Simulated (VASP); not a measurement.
# H10CO5 in VASP: a series of runs

Runs on H10CO5. Level: PBE+D3(BJ). Tasks: single point.

Everything below comes from runs of VASP 6.6.1. Logs are shortened: lines on timing, memory, paths and dates and some standing lists are left out, and cuts for length are marked.

## 1. The cell of the first run

The cell holds a disordered packing, 16 atoms: a = 5.657 Å, b = 5.657 Å, c = 5.657 Å, α = 90.00°, β = 90.00°, γ = 90.00°.

## 2. Single point, PBE+D3(BJ)

INCAR

```
SYSTEM = H10CO5
ALGO = Normal
EDIFF = 1E-6
ENCUT = 520
GGA = PE
ISIF = 2
ISMEAR = -1
IVDW = 12
LASPH = .True.
LCHARG = .True.
LELF = .True.
LREAL = Auto
LVHAR = .True.
LWAVE = .False.
NBANDS = 36
NELM = 60
PREC = Accurate
SIGMA = 0.05
```

KPOINTS

```
k-points
0
Gamma
  1 1 1
  0 0 0
```

POSCAR

```
H10CO5
1.0
    5.6566530000      0.0000000000      0.0000000000
    0.0000000000      5.6566530000      0.0000000000
    0.0000000000      0.0000000000      5.6566530000
O H C
5 10 1
Direct
    0.4918486290      0.8266606595      0.0990607130
    0.5381118482      0.2755942389      0.8676252700
   -0.0322895231      0.5555480693      0.8120502715
   -0.0199804030      0.9965340093      0.0523711458
    0.2712258558      1.0492032688      0.5047593753
    0.6446490488      0.7488860699      0.1056459018
    0.5333343703      0.9875224331      0.0416745289
    0.4800205175      0.2466882006      0.7077949596
    0.6876587984      0.3628764222      0.8509516616
   -0.0057480209      0.6947271818      0.9153801897
    0.1225565568      0.4795480230      0.8100220462
    0.0509572716      1.0757002405     -0.0836742538
    0.0854725637      1.0324044752      0.1850670991
    0.5937962543      0.8881036251      0.5246342795
    0.3251367624      0.6933537517      0.4819443778
    0.4002275701      0.8744039310      0.4928480344
```

Potentials or basis: VASP PAW PBE potentials, release 64 (O, H, C).

Started as:

```
$ cat potpaw_PBE.64/O/POTCAR potpaw_PBE.64/H/POTCAR potpaw_PBE.64/C/POTCAR > POTCAR
$ mpirun -np 1 vasp_gam > vasp.out
```

OUTCAR:

```text
SYSTEM = H10CO5
   EDIFF = 1E-6
   ENCUT = 520
   GGA = PE
   ISIF = 2
   ISMEAR = -1
   IVDW = 12
   LASPH = .True.
   LREAL = Auto
   NELM = 60
   PREC = Accurate
 IVDW          = 12

 ion  position               nearest neighbor table
   1  0.492  0.827  0.099-   6 0.97   7 0.99
   2  0.538  0.276  0.868-   8 0.98   9 0.98
   3  0.968  0.556  0.812-  11 0.98  10 0.99
   4  0.980  0.997  0.052-  12 0.98  13 0.98
   5  0.271  0.049  0.505-  16 1.23
   6  0.645  0.749  0.106-   1 0.97
   7  0.533  0.988  0.042-   1 0.99
   8  0.480  0.247  0.708-   2 0.98
   9  0.688  0.363  0.851-   2 0.98
  10  0.994  0.695  0.915-   3 0.99
  11  0.123  0.480  0.810-   3 0.98
  12  0.051  0.076  0.916-   4 0.98
  13  0.085  0.032  0.185-   4 0.98
  14  0.594  0.888  0.525-  16 1.11
  15  0.325  0.693  0.482-  16 1.11
  16  0.400  0.874  0.493-  15 1.11  14 1.11   5 1.23

  LATTYP: Found a simple cubic cell.
 ALAT       =     5.6566530000

  Lattice vectors:

 A1 = (   5.6566530000,   0.0000000000,   0.0000000000)
 A2 = (   0.0000000000,   5.6566530000,   0.0000000000)
 A3 = (   0.0000000000,   0.0000000000,   5.6566530000)

Analysis of symmetry for initial positions (statically):
=====================================================================
 Subroutine PRICEL returns:
 Original cell was already a primitive cell.

 Routine SETGRP: Setting up the symmetry group for a
 simple cubic supercell.

 Subroutine GETGRP returns: Found  1 space group operations
 (whereof  1 operations were pure point group operations)
 out of a pool of 48 trial point group operations.

The static configuration has the point symmetry C_1 .

Analysis of symmetry for dynamics (positions and initial velocities):
=====================================================================
 Subroutine PRICEL returns:
 Original cell was already a primitive cell.

 Routine SETGRP: Setting up the symmetry group for a
 simple cubic supercell.

 Subroutine GETGRP returns: Found  1 space group operations
 (whereof  1 operations were pure point group operations)
 out of a pool of 48 trial point group operations.

The dynamic configuration has the point symmetry C_1 .

 Subroutine INISYM returns: Found  1 space group operations
 (whereof  1 operations are pure point group operations),
 and found     1 'primitive' translations

----------------------------------------------------------------------------------------

                                     Primitive cell

  volume of cell :     181.0000

  direct lattice vectors                    reciprocal lattice vectors
     5.656653000  0.000000000  0.000000000     0.176782985  0.000000000  0.000000000
     0.000000000  5.656653000  0.000000000     0.000000000  0.176782985  0.000000000
     0.000000000  0.000000000  5.656653000     0.000000000  0.000000000  0.176782985

  length of vectors
     5.656653000  5.656653000  5.656653000     0.176782985  0.176782985  0.176782985

  position of ions in fractional coordinates (direct lattice)
     0.491848629  0.826660659  0.099060713
     0.538111848  0.275594239  0.867625270
     0.967710477  0.555548069  0.812050271
     0.980019597  0.996534009  0.052371146
     0.271225856  0.049203269  0.504759375
     0.644649049  0.748886070  0.105645902
     0.533334370  0.987522433  0.041674529
     0.480020518  0.246688201  0.707794960
     0.687658798  0.362876422  0.850951662
     0.994251979  0.694727182  0.915380190
     0.122556557  0.479548023  0.810022046
     0.050957272  0.075700240  0.916325746
     0.085472564  0.032404475  0.185067099
     0.593796254  0.888103625  0.524634279
     0.325136762  0.693353752  0.481944378
     0.400227570  0.874403931  0.492848034

  ion indices of the primitive-cell ions
   primitive index   ion index
                 1           1
                 2           2
                 3           3
                 4           4
                 5           5
                 6           6
                 7           7
                 8           8
                 9           9
                10          10
                11          11
                12          12
                13          13
                14          14
                15          15
                16          16

----------------------------------------------------------------------------------------

 KPOINTS: k-points

Automatic generation of k-mesh.
 Grid dimensions read from file:
 generate k-points for:    1    1    1

 Generating k-lattice:

  Cartesian coordinates                     Fractional coordinates (reciprocal lattice)
     0.176782985  0.000000000  0.000000000     1.000000000  0.000000000  0.000000000
     0.000000000  0.176782985  0.000000000     0.000000000  1.000000000  0.000000000
     0.000000000  0.000000000  0.176782985     0.000000000  0.000000000  1.000000000

  Length of vectors
     0.176782985  0.176782985  0.176782985

  Shift w.r.t. Gamma in fractional coordinates (k-lattice)
     0.000000000  0.000000000  0.000000000

 Subroutine IBZKPT returns following result:
 ===========================================

 Found      1 irreducible k-points:

 Following reciprocal coordinates:
            Coordinates               Weight
  0.000000  0.000000  0.000000      1.000000
   k-points           NKPTS =      1   k-points in BZ     NKDIM =      1   number of bands    NBANDS=     36
   number of dos      NEDOS =    301   number of ions     NIONS =     16
   total plane-waves  NPLWV =  74088
   dimension x,y,z NGX =    42 NGY =   42 NGZ =   42
   dimension x,y,z NGXF=    84 NGYF=   84 NGZF=   84
   ions per type =               5  10   1
   NGX,Y,Z   is equivalent  to a cutoff of  12.34, 12.34, 12.34 a.u.
   NGXF,Y,Z  is equivalent  to a cutoff of  24.69, 24.69, 24.69 a.u.
 SYSTEM =  H10CO5
   PREC   = accura    normal or accurate (medium, high low for compatibility)
   ISTART =      0    job   : 0-new  1-cont  2-samecut
   ICHARG =      2    charge: 1-file 2-atom 10-const
   ISPIN  =      1    spin polarized calculation?
   LNONCOLLINEAR =      F non collinear calculations
   LSORBIT =      F    spin-orbit coupling
   LASPH  =      T    aspherical Exc in radial PAW
   ENCUT  =  520.0 eV  38.22 Ry    6.18 a.u.  10.52 10.52 10.52*2*pi/ulx,y,z
   NELM   =     60;   NELMIN=  2; NELMDL= -5     # of ELM steps
   EDIFF  = 0.1E-05   stopping-criterion for ELM
   LREAL  =      T    real-space projection
   EDIFFG = 0.1E-04   stopping-criterion for IOM
   NSW    =      0    number of steps for IOM
   IBRION =     -1    ionic relax: 0-MD 1-quasi-New 2-CG
   NFREE  =      0    steps in history (QN), initial steepest desc. (CG)
   ISIF   =      2    stress and relaxation
   ISYM   =      2    0-nonsym 1-usesym 2-fastsym
   POTIM  = 0.5000    time-step for ionic-motion
   TEBEG  =    0.0;   TEEND  =   0.0 temperature during run
   PSTRESS=    0.0 pullay stress
   NELECT =      44.0000    total number of electrons
   NUPDOWN=      -1.0000    fix difference up-down
   EMIN   =  10.00;   EMAX   =-10.00  energy-range for DOS
   EFERMI =   0.00;   METHOD = LEGACY
   ISMEAR =    -1;   SIGMA  =   0.05  broadening in eV -4-tet -1-fermi 0-gaus
   EFERMI_NEDOS =   21; number of points for ismear=-14 and -15
   IALGO  =     38    algorithm
   IMIX   =      4    mixing-type and parameters
     AMIX     =   0.40;   BMIX     =  1.00
     AMIX_MAG =   1.60;   BMIX_MAG =  1.00
  volume/ion in A,a.u.               =      11.31        76.34
  Fermi-wavevector in a.u.,A,eV,Ry     =   1.021722  1.930775 14.203344  1.043916
  Thomas-Fermi vector in A             =   2.155362
   LORBIT       =      0    0 simple, 1 ext, 2 COOP (PROOUT), +10 PAW based schemes
   GGA     = PE    functional components
   LHFCALC =     F    Hartree Fock is set to
   AEXX    =    0.0000 exact exchange contribution
   IVDW    =    12    specifies the selected vdW correction
   LEPSILON=     F    determine dielectric tensor
   LRPA    =     F    only Hartree local field effects (RPA)
 non-spin polarized calculation
  energy-cutoff  :      520.00
  volume of cell :      181.00
 maximum number of plane-waves:      2473
 NGX is ok and might be reduce to    42
   NGX = 21   NGY = 21   NGZ = 21

 number of electron      44.0000008 magnetization

 Free energy of the ion-electron system (eV)
  ---------------------------------------------------
  ext. energy  EPLUGINS =         0.00000000
  ---------------------------------------------------
  free energy    TOTEN  =       -80.74023822 eV

  energy without entropy =      -80.74023822  energy(sigma->0) =      -80.74023822

 E-fermi :  -2.2729     XC(G=0):  -6.5653

 val. band max:       -3.4608291232   @ k =   0.0000   0.0000   0.0000
 cond. band min:       1.0955409659   @ k =   0.0000   0.0000   0.0000
 fundamental gap:      4.5563700891
 Fermi energy:        -2.2729295240

 k-point     1 :       0.0000    0.0000    0.0000
  band No.  band energies     occupation
      1     -23.5339      2.00000
      2     -22.5411      2.00000
      3     -22.2689      2.00000
      4     -22.0688      2.00000
      5     -21.8338      2.00000
      6     -12.5689      2.00000
      7     -10.2481      2.00000
      8     -10.2247      2.00000
      9      -9.8954      2.00000
     10      -9.8089      2.00000
     11      -8.9343      2.00000
     12      -8.0555      2.00000
     13      -7.4805      2.00000
     14      -6.8872      2.00000
     15      -6.6008      2.00000
     16      -6.2941      2.00000
     17      -5.5889      2.00000
     18      -4.5451      2.00000
     19      -4.3579      2.00000
     20      -4.2168      2.00000
     21      -4.0885      2.00000
     22      -3.4608      2.00000
     23       1.0955      0.00000
     24       1.2139      0.00000
     25       4.4315      0.00000
     26       5.0295      0.00000
     27       5.1564      0.00000
     28       5.6367      0.00000
     29       5.8102      0.00000
     30       6.6655      0.00000
     31       7.3522      0.00000
     32       7.4723      0.00000
     33       7.7172      0.00000
     34       8.0315      0.00000
 [bands above 34 left out]

------------------------ aborting loop because EDIFF is reached ----------------------------------------

 Edisp (eV)   -0.55510

 E8    (eV) :    -0.1191

  FORCE on cell =-STRESS in cart. coord.  units (eV):
  Direction    XX          YY          ZZ          XY          YZ          ZX
  --------------------------------------------------------------------------------------
  -------------------------------------------------------------------------------------
  Total      -0.86613    -0.69302    -1.84068    -1.17491     0.22371    -0.19398
  in kB      -7.66679    -6.13450   -16.29337   -10.40010     1.98019    -1.71703
  external pressure =      -10.03 kB  Pullay stress =        0.00 kB

 VOLUME and BASIS-vectors are now :
 -----------------------------------------------------------------------------
  energy-cutoff  :      520.00
  volume of cell :      181.00
      direct lattice vectors                 reciprocal lattice vectors
     5.656653000  0.000000000  0.000000000     0.176782985  0.000000000  0.000000000
     0.000000000  5.656653000  0.000000000     0.000000000  0.176782985  0.000000000
     0.000000000  0.000000000  5.656653000     0.000000000  0.000000000  0.176782985

 POSITION                                       TOTAL-FORCE (eV/Angst)
 -----------------------------------------------------------------------------------
      2.78222      4.67613      0.56035         0.042793     -0.050766     -0.031187
      3.04391      1.55894      4.90786        -0.062714     -0.039086      0.100753
      5.47400      3.14254      4.59349         0.145001      0.088081      0.137420
      5.54363      5.63705      0.29625         0.167685      0.072498     -0.021405
      1.53423      0.27833      2.85525        -0.388136      0.477872     -0.021225
      3.64656      4.23619      0.59760         0.090131     -0.115690     -0.035992
      3.01689      5.58607      0.23574        -0.028016      0.135567     -0.071945
      2.71531      1.39543      4.00375        -0.102887     -0.070115     -0.143989
      3.88985      2.05267      4.81354         0.061932      0.056670      0.007196
      5.62414      3.92983      5.17799        -0.086980     -0.028029     -0.131840
      0.69326      2.71264      4.58201        -0.034712      0.017187     -0.011994
      0.28825      0.42821      5.18334        -0.076275     -0.050592      0.102172
      0.48349      0.18330      1.04686        -0.097945     -0.050046      0.061557
      3.35890      5.02369      2.96767         0.055416     -0.010238      0.020656
      1.83919      3.92206      2.72619         0.006727     -0.076137     -0.083938
      2.26395      4.94620      2.78787         0.307980     -0.357176      0.123763
 -----------------------------------------------------------------------------------
    total drift:                               -0.005562     -0.009923      0.001805

  FREE ENERGIE OF THE ION-ELECTRON SYSTEM (eV)
  ---------------------------------------------------
  free  energy   TOTEN  =       -81.2953385470 eV

  energy  without entropy=      -81.2953385469  energy(sigma->0) =      -81.29533855
```

Run time: 22 s. Hardware: 1 thread of Intel Xeon Platinum 8259CL at 2.50GHz (Skylake/Cascade Lake), shared host; peak memory 0.24 GiB.

What came out:

```
Free energy                : -81.2953 eV
Pressure                   : -1.0 GPa
Largest force              : 0.616 eV/Å
Dispersion energy per atom : -0.035 eV
```

Forces on the atoms (eV/Å):
```
O    0.043 -0.051 -0.031
O   -0.063 -0.039  0.101
O    0.145  0.088  0.137
O    0.168  0.072 -0.021
O   -0.388  0.478 -0.021
H    0.090 -0.116 -0.036
H   -0.028  0.136 -0.072
H   -0.103 -0.070 -0.144
H    0.062  0.057  0.007
H   -0.087 -0.028 -0.132
H   -0.035  0.017 -0.012
H   -0.076 -0.051  0.102
H   -0.098 -0.050  0.062
H    0.055 -0.010  0.021
H    0.007 -0.076 -0.084
C    0.308 -0.357  0.124
```

Stress tensor (GPa, compression positive):
```
-0.77 -1.04 -0.17
-1.04 -0.61  0.20
-0.17  0.20 -1.63
```

Caveat: the k points lie up to 1.11 Å⁻¹ apart.

(Part 1 of 2 ends here.)
